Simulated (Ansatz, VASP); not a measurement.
**Zr3SiO: VASP beside Ansatz**

Contents of INCAR:

```
PREC = Accurate
ENCUT = 600
EDIFF = 1E-6
ISMEAR = 0
SIGMA = 0.1
LREAL = F
LASPH = T
NELM = 80
ALGO = Normal
ISIF = 3
LWAVE = F
LCHARG = F
GGA = PE
IBRION = 2
NSW = 90
EDIFFG = -0.04
```

The input KPOINTS:

```
Automatic mesh
0
Gamma
  4 4 4
```

The input POSCAR:

```
Zr3SiO
1.0
    4.2763980100      0.0000000000      0.0000000000
    0.0000000000      4.2763980100      0.0000000000
    0.0000000000      0.0000000000      4.2763980100
Zr Si O
3 1 1
Direct
    0.5000000000      0.0000000000      0.5000000000
    0.0000000000      0.5000000000      0.5000000000
    0.5000000000      0.5000000000      0.0000000000
    0.0000000000      0.0000000000      0.0000000000
    0.5000000000      0.5000000000      0.5000000000
```

Input for Ansatz:

```yaml
crystal:
  lattice:
    - [4.27639801, 0.0, 0.0]
    - [0.0, 4.27639801, 0.0]
    - [0.0, 0.0, 4.27639801]
  atoms:
    - { symbol: Zr, position: [0.5, 0.0, 0.5] }
    - { symbol: Zr, position: [0.0, 0.5, 0.5] }
    - { symbol: Zr, position: [0.5, 0.5, 0.0] }
    - { symbol: Si, position: [0.0, 0.0, 0.0] }
    - { symbol: O, position: [0.5, 0.5, 0.5] }
basis:
  ecutwfc: 420
kpoints:
  mp_grid: { grid: [4, 4, 4] }
hamiltonian:
  xc: pbe
scf:
  occupations: { method: gaussian, width: 0.1 }
  lower_state_search: "off"
output:
  forces: true
  stress: true
  eigenvalues: true
relax:
  adjacent_minimum: "off"
  f_tol: 0.04
  max_steps: 70
  cell: { stress_tol: 0.4 }
```

Change from the starting cell: species swapped into the La3TlC type (Pm-3m, No. 221).

Alike in both runs: task relaxation of cell and atoms; functional PBE; k mesh 4 × 4 × 4; occupations gaussian, width 0.1 eV; no spin polarisation.

|  | VASP | Ansatz |
| --- | --- | --- |
| version | VASP 6.6.1 | Ansatz 0.2.0 |
| potentials or method | VASP PAW PBE potentials, release 64 (Zr_sv, Si, O), cutoff 600 eV | scalar-relativistic, plane waves, PAW |
| valence electrons in the cell | 46 | 46 |

|  | VASP | Ansatz | Ansatz less VASP |
| --- | --- | --- | --- |
| gap on the k mesh at the Fermi level, each at its own relaxed structure (eV) | none | none | - |
| relaxed volume (Å³/atom) | 17.05 | 16.97 | -0.083 |
| relaxed cell length with the largest relative difference (Å) | 4.401 | 4.394 | -0.0072 |

A gap of «none» marks a metal or a gap that the smearing closes.

The k mesh is coarse, so the values compare programs but aren't converged.
